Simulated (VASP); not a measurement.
Wanted: the native input for a VASP 6.6.1 run.

- Task: single point
- Functional: PBE
- Potentials or basis: VASP PAW PBE potentials, release 64 (Ba_sv, Te)
- Cutoff: 520 eV
- k mesh: 6 × 6 × 4
- Occupations: gaussian, width 0.1 eV
- Spin: no spin polarisation
- Dipole correction: no
- Further INCAR settings: ALGO = Normal; EDIFF = 1e-06; NBANDS = 15

The structure of BaTe lies in POSCAR:

```
BaTe
1.0
    4.8359785300      0.0000000000      0.0000000000
   -2.4179892600      4.1880802600      0.0000000000
    0.0000000000      0.0000000000      4.7081515300
Ba Te
1 1
Direct
    0.3333333300      0.6666666700      0.5000000000
    0.6666666700      0.3333333300      0.0000000000
```

The cell was built from a structure type or drawn by symmetry, and may not be a known phase.

One way to write it, as run:

INCAR

```
SYSTEM = BaTe
PREC = Accurate
ENCUT = 520
EDIFF = 1E-6
ISMEAR = 0
SIGMA = 0.1
LREAL = .FALSE.
LASPH = .TRUE.
NELM = 100
ALGO = Normal
ISIF = 2
LWAVE = .FALSE.
LCHARG = .FALSE.
GGA = PE
NBANDS = 15
```

KPOINTS

```
Automatic mesh
0
G
  6 6 4
  0 0 0
```

Potentials or basis: VASP PAW PBE potentials, release 64 (Ba_sv, Te).

Launch:

```sh
$ cat potpaw_PBE.64/Ba_sv/POTCAR potpaw_PBE.64/Te/POTCAR > POTCAR
$ mpirun -np 1 vasp_std > vasp.out
```

Results of the run:

```yaml
Pressure: -1.8 GPa
Band_gap_on_the_k_mesh: 1.61 eV
```

Caveat: spin-orbit coupling is left out, which moves the levels of the heavy elements.

It took 36 s on 1 thread of Intel Xeon 8259CL, with other jobs on the host, peak memory 0.22 GiB.
